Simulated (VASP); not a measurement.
# K (Im-3m) in VASP: a series of runs, part 2 of 2

VASP 6.6.1.

### Step 4. Relaxation of cell and atoms, PBE

INCAR reads:

```
PREC = Accurate
ENCUT = 600
EDIFF = 1E-6
ISMEAR = -1
SIGMA = 0.15
LREAL = F
LASPH = T
NELM = 80
ALGO = Fast
ISIF = 3
LWAVE = F
LCHARG = F
GGA = PE
IBRION = 2
NSW = 80
EDIFFG = -0.001
```

KPOINTS reads:

```
Automatic mesh
0
Gamma
  12 12 12
```

POSCAR reads:

```
K
1.0
   -2.6409252679      2.6409252679      2.6409252679
    2.6409252679     -2.6409252679      2.6409252679
    2.6409252679      2.6409252679     -2.6409252679
K
1
Direct
    0.0000000000      0.0000000000      0.0000000000
```

Potentials or basis: VASP PAW PBE potentials, release 64 (K_sv).

The run is started by

```
$ cat potpaw_PBE.64/K_sv/POTCAR > POTCAR
$ mpirun -np 1 vasp_std > vasp.out
```

OUTCAR:

```text
PREC = Accurate
   ENCUT = 600
   EDIFF = 1E-6
   ISMEAR = -1
   LREAL = F
   LASPH = T
   NELM = 80
   ISIF = 3
   GGA = PE
   IBRION = 2
   NSW = 80
   EDIFFG = -0.001

 ion  position               nearest neighbor table
   1  0.000  0.000  0.000-

  LATTYP: Found a body centered cubic cell.
 ALAT       =     5.2818505358

  Lattice vectors:

 A1 = (  -2.6409252679,   2.6409252679,   2.6409252679)
 A2 = (   2.6409252679,  -2.6409252679,   2.6409252679)
 A3 = (   2.6409252679,   2.6409252679,  -2.6409252679)

Analysis of symmetry for initial positions (statically):
=====================================================================
 Subroutine PRICEL returns:
 Original cell was already a primitive cell.

 Routine SETGRP: Setting up the symmetry group for a
 body centered cubic supercell.

 Subroutine GETGRP returns: Found 48 space group operations
 (whereof 48 operations were pure point group operations)
 out of a pool of 48 trial point group operations.

The static configuration has the point symmetry O_h .

Analysis of symmetry for dynamics (positions and initial velocities):
=====================================================================
 Subroutine PRICEL returns:
 Original cell was already a primitive cell.

 Routine SETGRP: Setting up the symmetry group for a
 body centered cubic supercell.

 Subroutine GETGRP returns: Found 48 space group operations
 (whereof 48 operations were pure point group operations)
 out of a pool of 48 trial point group operations.

The dynamic configuration has the point symmetry O_h .

 Subroutine INISYM returns: Found 48 space group operations
 (whereof 48 operations are pure point group operations),
 and found     1 'primitive' translations

----------------------------------------------------------------------------------------

[... 133 lines left out ...]

 Free energy of the ion-electron system (eV)
  ---------------------------------------------------
  ext. energy  EPLUGINS =         0.00000000
  ---------------------------------------------------
  free energy    TOTEN  =        -1.07619070 eV

  energy without entropy =       -1.01827602  energy(sigma->0) =       -1.04723336

------------------------ aborting loop because EDIFF is reached ----------------------------------------

  FORCE on cell =-STRESS in cart. coord.  units (eV):
  Direction    XX          YY          ZZ          XY          YZ          ZX
  --------------------------------------------------------------------------------------
  -------------------------------------------------------------------------------------
  Total        0.0166788      0.0166788      0.0166788      0.0000000      0.0000000     -0.0000000
  in kB        0.3626994      0.3626994      0.3626994      0.0000000      0.0000000     -0.0000000
  external PRESSURE =       0.3626994 kB  Pullay stress =       0.0000000 kB
[... 86 lines left out ...]
  FREE ENERGIE OF THE ION-ELECTRON SYSTEM (eV)
  ---------------------------------------------------
  free  energy   TOTEN  =        -1.0762206130 eV

  energy  without entropy=       -1.0182420794  energy(sigma->0) =       -1.04723135

[... ionic steps 4 to 12 ...]

--------------------------------------- Ionic step       13  -------------------------------------------

 number of electron       8.9999999 magnetization

------------------------ aborting loop because EDIFF is reached ----------------------------------------
[... 65 lines left out ...]
--------------------------------------- Ionic step       15  -------------------------------------------

 number of electron       8.9999999 magnetization

 Free energy of the ion-electron system (eV)
  ---------------------------------------------------
  ext. energy  EPLUGINS =         0.00000000
  ---------------------------------------------------
  free energy    TOTEN  =        -1.07623943 eV

  energy without entropy =       -1.01816761  energy(sigma->0) =       -1.04720352

 E-fermi :  -0.1429     XC(G=0):  -5.6320

 val. band max:       -0.1701462326   @ k =   0.2500   0.2500   0.0000
 cond. band min:      -0.1044497831   @ k =   0.3333   0.1667   0.0000
 fundamental gap:      0.0656964495
 Fermi energy:        -0.1429427535

 k-point     1 :       0.0000    0.0000    0.0000
  band No.  band energies     occupation
      1     -32.2727      2.00000
      2     -15.7234      2.00000
      3     -15.7234      2.00000
      4     -15.7234      2.00000
      5      -2.2823      2.00000
      6       4.1494      0.00000
      7       4.1494      0.00000
      8       4.1494      0.00000
[... 243 lines left out ...]
 k-point    24 :       0.4167    0.0833    0.0833
  band No.  band energies     occupation
      1     -32.2687      2.00000
      2     -15.7843      2.00000
      3     -15.7480      2.00000
      4     -15.7274      2.00000
      5       0.4829      0.03036
      6       0.6316      0.01137
      7       2.6343      0.00000
      8       4.4334      0.00000

 [... further k-points ...]
[... 5 lines left out ...]
  --------------------------------------------------------------------------------------
  -------------------------------------------------------------------------------------
  Total       -0.0007565     -0.0007565     -0.0007565     -0.0000000      0.0000000     -0.0000000
  in kB       -0.0163467     -0.0163467     -0.0163467     -0.0000000      0.0000000     -0.0000000
  external PRESSURE =      -0.0163467 kB  Pullay stress =       0.0000000 kB
[... 16 lines left out ...]
  FREE ENERGIE OF THE ION-ELECTRON SYSTEM (eV)
  ---------------------------------------------------
  free  energy   TOTEN  =        -1.0762394327 eV

  energy  without entropy=       -1.0181676132  energy(sigma->0) =       -1.04720352

 reached required accuracy - stopping structural energy minimisation
```

Run time: 3.3 min. Hardware: 1 thread of Intel Xeon Platinum 8488C (Sapphire Rapids), shared host; peak memory 0.27 GiB.

What came out:

```
Free energy                            : -1.0762 eV
Relaxed volume                         : 74.14 Å³/atom
Relaxed cell                           : a = 4.584 Å, b = 4.584 Å, c = 4.584 Å, α = 109.47°, β = 109.47°, γ = 109.47°
Space group after relaxing (to 0.05 Å) : Im-3m (No. 229)
Energy gained by relaxing              : 0.0 meV/atom
Ionic steps                            : 15
Pressure after relaxing                : 0.0 GPa
```

Final structure:
```xyz
1
Lattice="-2.6465 2.6465 2.6465 2.6465 -2.6465 2.6465 2.6465 2.6465 -2.6465" Properties=species:S:1:pos:R:3 pbc="T T T"
K     0.0000    0.0000    0.0000
```

PBE usually gives volumes a little too large and moduli too small. Zero-point motion and thermal expansion aren't in these numbers.

### Step 5. Single point, PBE (volume scaled by 0.88)

INCAR reads:

```
SYSTEM = K
ALGO = Fast ; EDIFF = 1E-6
ENCUT = 520 ; GGA = PE
ISIF = 2 ; ISMEAR = 0
LASPH = .TRUE. ; LCHARG = .FALSE.
LREAL = .FALSE. ; LWAVE = .FALSE.
NBANDS = 10 ; NELM = 80
PREC = Accurate ; SIGMA = 0.1
```

KPOINTS reads:

```
k-points
0
G
  12 12 12
  0 0 0
```

POSCAR reads:

```
K
1.0
   -2.5307563550      2.5307563550      2.5307563550
    2.5307563550     -2.5307563550      2.5307563550
    2.5307563550      2.5307563550     -2.5307563550
K
1
Direct
    0.0000000000      0.0000000000      0.0000000000
```

Potentials or basis: VASP PAW PBE potentials, release 64 (K_sv).

The run is started by

```
$ cat potpaw_PBE.64/K_sv/POTCAR > POTCAR
$ mpirun -np 1 vasp_std > vasp.out
```

OUTCAR:

```text
SYSTEM = K
   EDIFF = 1E-6
   ENCUT = 520
   GGA = PE
   ISIF = 2
   ISMEAR = 0
   LASPH = .TRUE.
   LREAL = .FALSE.
   NELM = 80
   PREC = Accurate

 ion  position               nearest neighbor table
   1  0.000  0.000  0.000-

  LATTYP: Found a body centered cubic cell.
 ALAT       =     5.0615127100

  Lattice vectors:

 A1 = (  -2.5307563550,   2.5307563550,   2.5307563550)
 A2 = (   2.5307563550,  -2.5307563550,   2.5307563550)
 A3 = (   2.5307563550,   2.5307563550,  -2.5307563550)

Analysis of symmetry for initial positions (statically):
=====================================================================
 Subroutine PRICEL returns:
 Original cell was already a primitive cell.

 Routine SETGRP: Setting up the symmetry group for a
 body centered cubic supercell.

 Subroutine GETGRP returns: Found 48 space group operations
 (whereof 48 operations were pure point group operations)
 out of a pool of 48 trial point group operations.

The static configuration has the point symmetry O_h .

Analysis of symmetry for dynamics (positions and initial velocities):
[... 158 lines left out ...]

 E-fermi :   0.1656     XC(G=0):  -5.9649

 val. band max:        0.1464797129   @ k =   0.2500   0.2500   0.0000
 cond. band min:       0.2138680499   @ k =   0.3333   0.1667   0.0000
 fundamental gap:      0.0673883370
 Fermi energy:         0.1655762589

 k-point     1 :       0.0000    0.0000    0.0000
  band No.  band energies     occupation
      1     -31.8900      2.00000
      2     -15.3277      2.00000
      3     -15.3277      2.00000
      4     -15.3277      2.00000
      5      -2.1633      2.00000
      6       4.5897      0.00000
      7       4.5897      0.00000
      8       4.5897      0.00000
      9       5.5808      0.00000
     10       5.5808      0.00000
[... 287 lines left out ...]
 k-point    24 :       0.4167    0.0833    0.0833
  band No.  band energies     occupation
      1     -31.8824      2.00000
      2     -15.4253      2.00000
      3     -15.3664      2.00000
      4     -15.3345      2.00000
      5       0.8034      0.00000
      6       1.0186      0.00000
      7       2.9931      0.00000
      8       5.1699      0.00000
      9       6.1697      0.00000
     10       6.2711      0.00000

 [... further k-points ...]
[... 5 lines left out ...]
  --------------------------------------------------------------------------------------
  -------------------------------------------------------------------------------------
  Total        0.2348443      0.2348443      0.2348443      0.0000000      0.0000000     -0.0000000
  in kB        5.8033605      5.8033605      5.8033605      0.0000000      0.0000000     -0.0000000
  external PRESSURE =       5.8033605 kB  Pullay stress =       0.0000000 kB

 VOLUME and BASIS-vectors are now :
 -----------------------------------------------------------------------------
  energy-cutoff  :      520.00
  volume of cell :       64.84
      direct lattice vectors                 reciprocal lattice vectors
    -2.530756355  2.530756355  2.530756355     0.000000000  0.197569394  0.197569394
     2.530756355 -2.530756355  2.530756355     0.197569394  0.000000000  0.197569394
     2.530756355  2.530756355 -2.530756355     0.197569394  0.197569394  0.000000000

 POSITION                                       TOTAL-FORCE (eV/Angst)
 -----------------------------------------------------------------------------------
      0.00000      0.00000      0.00000        -0.000000      0.000000      0.000000
 -----------------------------------------------------------------------------------
    total drift:                               -0.000000     -0.000000      0.000000

  FREE ENERGIE OF THE ION-ELECTRON SYSTEM (eV)
  ---------------------------------------------------
  free  energy   TOTEN  =        -1.0332808087 eV

  energy  without entropy=       -1.0285502028  energy(sigma->0) =       -1.03091551
```

OSZICAR:

```text
N       E                     dE             d eps       ncg     rms          rms(c)
DAV:   1     0.468183196837E+02    0.46818E+02   -0.35871E+03  1440   0.696E+02
DAV:   2     0.554117147270E+00   -0.46264E+02   -0.45563E+02  1554   0.197E+02
DAV:   3    -0.996193522568E+00   -0.15503E+01   -0.15435E+01  2328   0.284E+01
DAV:   4    -0.103231135605E+01   -0.36118E-01   -0.36047E-01  1930   0.365E+00
DAV:   5    -0.103325689883E+01   -0.94554E-03   -0.94540E-03  2274   0.416E-01    0.235E+00
RMM:   6    -0.103292854388E+01    0.32835E-03   -0.13286E-03  1701   0.251E-01    0.148E+00
RMM:   7    -0.103319188064E+01   -0.26334E-03   -0.30345E-03  1972   0.363E-01    0.689E-02
RMM:   8    -0.103325502529E+01   -0.63145E-04   -0.44738E-04  2256   0.186E-01    0.230E-02
RMM:   9    -0.103327902991E+01   -0.24005E-04   -0.55825E-05  2268   0.619E-02    0.141E-02
RMM:  10    -0.103328008150E+01   -0.10516E-05   -0.27341E-05  2359   0.317E-02    0.462E-03
RMM:  11    -0.103328080866E+01   -0.72716E-06   -0.48624E-06  2090   0.132E-02
   1 F= -.10332808E+01 E0= -.10309155E+01  d E =-.473061E-02
```

stdout:

```text
POSCAR found type information on POSCAR K
 POSCAR found :  1 types and       1 ions
 scaLAPACK will be used
 LDA part: xc-table for (Slater+PW92), standard interpolation
 POSCAR, INCAR and KPOINTS ok, starting setup
 FFT: planning ... GRIDC
 FFT: planning ... GRID_SOFT
 FFT: planning ... GRID
 WAVECAR not read
 entering main loop
```

Wall time 38 s (1 thread of AMD EPYC 9R45 (Zen 5), shared host); peak memory 0.18 GiB.

Results:

```
Free energy : -1.0333 eV
Pressure    : 0.6 GPa
```

Levels at points of the mesh, in eV from the Fermi level:
```
           k point  band 2  band 3  band 4  band 5  band 6  band 7
(0.00, 0.00, 0.00)  -15.49  -15.49  -15.49   -2.33    4.42    4.42
(0.50, 0.00, 0.00)  -15.60  -15.53  -15.49    0.45    0.77    3.21
(0.50, 0.50, 0.50)  -15.57  -15.57  -15.57    1.61    1.61    3.85
```

Caveat: the cell differs from its parent crystal (volume scaled by 0.88).

### Step 6. The runs side by side

```csv
task,cell,cutoff (eV),smearing,gap on the mesh (eV),pressure (GPa)
single point,"a = 4.574 Å, angles 109.5°, 1 atom",520,gaussian 0.1 eV,none,0.0
single point,"a = 4.586 Å, angles 109.5°, 1 atom",520,fermi-dirac 0.15 eV,none,0.0
relaxation of cell and atoms,"relaxed from a = 4.574 Å, angles 109.5°, 1 atom",600,fermi-dirac 0.15 eV,none,0.0
single point,"a = 4.383 Å, angles 109.5°, 1 atom",520,gaussian 0.1 eV,none,0.6
```

Alike in all rows: level PBE; potentials or basis VASP PAW PBE potentials, release 64 (K_sv); no spin polarisation; k mesh 12 × 12 × 12.

Absolute energies hang on the potentials; compare differences alone.
